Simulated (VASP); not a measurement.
# BP (F-43m) in VASP: vibrations by perturbation theory with LDA

Aim: the vibrations by perturbation theory of BP with LDA.

All numbers are computed with VASP 6.6.1; they aren't measurements. Logs are shortened: lines on timing, memory, paths and dates and some standing lists are left out, and cuts for length are marked.

**1. The cell of the first run**

Symmetry: F-43m, No. 216, cubic system. Conventional cell: a = 4.538 Å, b = 4.538 Å, c = 4.538 Å, α = 90.00°, β = 90.00°, γ = 90.00°. B (site symmetry -43m) has 4 P at 1.97 Å within 2.6 Å. Within 2.6 Å of P (site symmetry -43m) lie 4 B at 1.97 Å.

**2. Vibrations by perturbation theory, LDA**

INCAR reads:

```
PREC = Accurate
ENCUT = 520
EDIFF = 1E-8
ISMEAR = 0
SIGMA = 0.01
LREAL = False
LASPH = True
NELM = 100
ALGO = Normal
ISIF = 2
LWAVE = False
LCHARG = True
GGA = CA
IBRION = 8
NSW = 1
LEPSILON = True
```

KPOINTS reads:

```
Automatic mesh
0
Gamma
  6 6 6
```

POSCAR reads:

```
BP
1.0
    0.0000000000      2.2690000000      2.2690000000
    2.2690000000      0.0000000000      2.2690000000
    2.2690000000      2.2690000000      0.0000000000
B P
1 1
Direct
    0.0000000000      0.0000000000      0.0000000000
    0.2500000000      0.2500000000      0.2500000000
```

Potentials or basis: VASP PAW LDA potentials, release 64 (B, P).

Run with:

```console
> cat potpaw_LDA.64/B/POTCAR potpaw_LDA.64/P/POTCAR > POTCAR
> mpirun -np 1 vasp_std > vasp.out
```

OUTCAR:

```text
PREC = Accurate
   ENCUT = 520
   EDIFF = 1E-8
   ISMEAR = 0
   LREAL = False
   LASPH = True
   NELM = 100
   ISIF = 2
   GGA = CA
   IBRION = 8
   NSW = 1
   LEPSILON = True

 ion  position               nearest neighbor table
   1  0.000  0.000  0.000-   2 1.97   2 1.97   2 1.97   2 1.97
   2  0.250  0.250  0.250-   1 1.97   1 1.97   1 1.97   1 1.97

  LATTYP: Found a face centered cubic cell.
 ALAT       =     4.5380000000

  Lattice vectors:

 A1 = (   0.0000000000,   2.2690000000,   2.2690000000)
 A2 = (   2.2690000000,   0.0000000000,   2.2690000000)
 A3 = (   2.2690000000,   2.2690000000,   0.0000000000)

Analysis of symmetry for initial positions (statically):
=====================================================================
 Subroutine PRICEL returns:
 Original cell was already a primitive cell.

 Routine SETGRP: Setting up the symmetry group for a
 face centered cubic supercell.

 Subroutine GETGRP returns: Found 24 space group operations
 (whereof 24 operations were pure point group operations)
 out of a pool of 48 trial point group operations.

The static configuration has the point symmetry T_d .

Analysis of symmetry for dynamics (positions and initial velocities):
=====================================================================
 Subroutine PRICEL returns:
 Original cell was already a primitive cell.

 Routine SETGRP: Setting up the symmetry group for a
 face centered cubic supercell.

 Subroutine GETGRP returns: Found 24 space group operations
 (whereof 24 operations were pure point group operations)
 out of a pool of 48 trial point group operations.

The dynamic configuration has the point symmetry T_d .

 Subroutine INISYM returns: Found 24 space group operations
 (whereof 24 operations are pure point group operations),
 and found     1 'primitive' translations

----------------------------------------------------------------------------------------

                                     Primitive cell

  volume of cell :      23.3633

  direct lattice vectors                    reciprocal lattice vectors
     0.000000000  2.269000000  2.269000000    -0.220361393  0.220361393  0.220361393
     2.269000000  0.000000000  2.269000000     0.220361393 -0.220361393  0.220361393
     2.269000000  2.269000000  0.000000000     0.220361393  0.220361393 -0.220361393

  length of vectors
     3.208850573  3.208850573  3.208850573     0.381677128  0.381677128  0.381677128

  position of ions in fractional coordinates (direct lattice)
     0.000000000  0.000000000  0.000000000
     0.250000000  0.250000000  0.250000000

  ion indices of the primitive-cell ions
   primitive index   ion index
                 1           1
                 2           2

----------------------------------------------------------------------------------------

 KPOINTS: Automatic mesh

Automatic generation of k-mesh.
 Grid dimensions read from file:
 generate k-points for:    6    6    6

 Generating k-lattice:

  Cartesian coordinates                     Fractional coordinates (reciprocal lattice)
    -0.036726899  0.036726899  0.036726899     0.166666667  0.000000000  0.000000000
     0.036726899 -0.036726899  0.036726899     0.000000000  0.166666667  0.000000000
     0.036726899  0.036726899 -0.036726899     0.000000000  0.000000000  0.166666667
[... 312 lines left out ...]
  ---------------------------------------------------
  free energy    TOTEN  =        -0.64174383 eV

  energy without entropy =       -0.64174383

------------------------ aborting loop because EDIFF is reached ----------------------------------------

--------------------------------------- Ionic step        2  -------------------------------------------

------------------------ aborting loop because EDIFF is reached ----------------------------------------

--------------------------------------- Ionic step        3  -------------------------------------------

------------------------ aborting loop because EDIFF is reached ----------------------------------------

 PIEZOELECTRIC TENSOR FIELD DIRECTION 3  (e Angst)
 -----------------------------------------------------------------------------
     0.00025  0.16404  0.00000           (  0.00000  0.08290  0.00000)
     0.16404  0.00025  0.00000           (  0.08290  0.00000  0.00000)
     0.00000  0.00000 -0.00110           (  0.00000  0.00000 -0.00000)

 PIEZOELECTRIC TENSOR FIELD DIRECTION 3  (C/m^2)
 -----------------------------------------------------------------------------
     0.00017  0.11250  0.00000
     0.11250  0.00017  0.00000
     0.00000  0.00000 -0.00075

--------------------------------------- Ionic step        4  -------------------------------------------

------------------------ aborting loop because EDIFF is reached ----------------------------------------

[... ionic steps 5 to 6 ...]

--------------------------------------- Ionic step        7  -------------------------------------------

 Free energy of the ion-electron system (eV)
  ---------------------------------------------------
  ---------------------------------------------------
  free energy    TOTEN  =        -0.04130863 eV

  energy without entropy =       -0.04130863

------------------------ aborting loop because EDIFF is reached ----------------------------------------

 INTERNAL STRAIN TENSOR  FOR ION    2  DIRECTION 1   (eV/Angst):
 -----------------------------------------------------------------------------
     0.00371  0.00000  0.00000
     0.00000  0.00213 -6.01782
     0.00000 -6.01782  0.00213

 MACROSCOPIC STATIC DIELECTRIC TENSOR (including local field effects in DFT)
 ------------------------------------------------------
          10.422521    -0.000000     0.000000
          -0.000000    10.422521    -0.000000
           0.000000    -0.000000    10.422521
 ------------------------------------------------------

 PIEZOELECTRIC TENSOR (including local field effects)  for field in x, y, z        (e  Angst)
          XX          YY          ZZ          XY          YZ          ZX
  --------------------------------------------------------------------------------
  x     0.00000     0.00000     0.00000     0.00000     0.15480     0.00000
  y    -0.00000     0.00000    -0.00000     0.00000     0.00000     0.15480
  z     0.00000     0.00000     0.00000     0.15480     0.00000     0.00000

 PIEZOELECTRIC TENSOR (including local field effects)  for field in x, y, z        (C/m^2)
          XX          YY          ZZ          XY          YZ          ZX
  --------------------------------------------------------------------------------
  x     0.00000     0.00000     0.00000     0.00000     0.10616     0.00000
  y    -0.00000     0.00000    -0.00000     0.00000     0.00000     0.10616
  z     0.00000     0.00000     0.00000     0.10616     0.00000     0.00000

 BORN EFFECTIVE CHARGES (including local field effects) (in |e|, cummulative output)
 ---------------------------------------------------------------------------------
 ion    1
    1    -0.49793    -0.00000     0.00000
    2    -0.00000    -0.49793    -0.00000
    3     0.00000     0.00000    -0.49793
 ion    2
    1     0.49793     0.00000    -0.00000
    2     0.00000     0.49793     0.00000
    3    -0.00000     0.00000     0.49793

 INTERNAL STRAIN TENSOR FOR ION    2 for displacements in x,y,z  (eV/Angst):
          X           Y           Z          XY          YZ          ZX
  --------------------------------------------------------------------------------
  x     0.00000    -0.00000    -0.00000     0.00000    -6.01782     0.00000
  y     0.00000     0.00000     0.00000     0.00000     0.00000    -6.01782
  z    -0.00000    -0.00000     0.00000    -6.01782     0.00000     0.00000

 SECOND DERIVATIVES (NOT SYMMETRIZED)
 ------------------------------------
               1X          1Y          1Z          2X          2Y          2Z
  1X   -18.653067    0.000000    0.000000   18.653067    0.000000    0.000000
  1Y     0.000000  -18.653067    0.000000    0.000000   18.653067    0.000000
  1Z     0.000000    0.000000  -18.653067    0.000000    0.000000   18.653067
  2X    18.659299    0.000000    0.000000  -18.659299    0.000000    0.000000
  2Y     0.000000   18.659299    0.000000    0.000000  -18.659299    0.000000
  2Z     0.000000    0.000000   18.659299    0.000000    0.000000  -18.659299

 Eigenvectors and eigenvalues of the dynamical matrix
 ----------------------------------------------------

   1 f  =   23.851915 THz   149.866000 2PiTHz  795.614234 cm-1    98.643549 meV
             X         Y         Z           dx          dy          dz
      0.000000  0.000000  0.000000     0.860934   -0.000000    0.000000
      1.134500  1.134500  1.134500    -0.508717    0.000000    0.000000
[... 21 lines left out ...]
   6 f/i=    0.001745 THz     0.010963 2PiTHz    0.058202 cm-1     0.007216 meV
             X         Y         Z           dx          dy          dz
      0.000000  0.000000  0.000000    -0.429077   -0.273287    0.000000
      1.134500  1.134500  1.134500    -0.726154   -0.462501    0.000000

--------------------------------------------------------------------------------------------------------

 MACROSCOPIC STATIC DIELECTRIC TENSOR IONIC CONTRIBUTION
 ------------------------------------------------------
           0.102933    -0.000000    -0.000000
          -0.000000     0.102933     0.000000
          -0.000000     0.000000     0.102933
 ------------------------------------------------------

 ELASTIC MODULI CONTR FROM IONIC RELAXATION (kBar)
 Direction    XX          YY          ZZ          XY          YZ          ZX
 --------------------------------------------------------------------------------
 XX          -0.0000      0.0000     -0.0000     -0.0000     -0.0000      0.0000
 YY           0.0000     -0.0000      0.0000     -0.0000     -0.0000     -0.0000
 ZZ          -0.0000      0.0000     -0.0000     -0.0000     -0.0000      0.0000
 XY          -0.0000     -0.0000     -0.0000   -142.7333      0.0000     -0.0000
 YZ          -0.0000     -0.0000     -0.0000      0.0000   -142.7333      0.0000
 ZX           0.0000     -0.0000      0.0000     -0.0000      0.0000   -142.7333
 --------------------------------------------------------------------------------

 PIEZOELECTRIC TENSOR IONIC CONTR  for field in x, y, z        (C/m^2)
          XX          YY          ZZ          XY          YZ          ZX
  --------------------------------------------------------------------------------
  x    -0.00000    -0.00000    -0.00000     0.00000    -0.11405     0.00000
  y     0.00000    -0.00000     0.00000    -0.00000     0.00000    -0.11405
  z    -0.00000    -0.00000    -0.00000    -0.11405     0.00000    -0.00000
```

Wall time 1.8 min (1 thread of AMD EPYC 7R13, shared host); peak memory 0.12 GiB.

What came out:

```
Electronic dielectric tensor (diagonal)                 : 10.42
Born charges (mean of the diagonal)                     : B -0.50; P +0.50 e
Highest phonon frequency at Γ, LO-TO splitting left out : 796 cm⁻¹
```

Phonon frequencies in cm⁻¹ (negative: imaginary):
```csv
q point,frequencies
"(0.000, 0.000, 0.000)",0 0 0 796 796 796
```

Electronic dielectric tensor:
```
10.42  0.00  0.00
 0.00 10.42  0.00
 0.00  0.00 10.42
```

Born effective charge tensors (e):
atom 1, B
```
-0.50  0.00  0.00
 0.00 -0.50  0.00
 0.00  0.00 -0.50
```
atom 2, P
```
0.50 0.00 0.00
0.00 0.50 0.00
0.00 0.00 0.50
```

Caveat: the k points lie up to 0.40 Å⁻¹ apart; the cell wasn't relaxed at this level first, which shifts response properties.
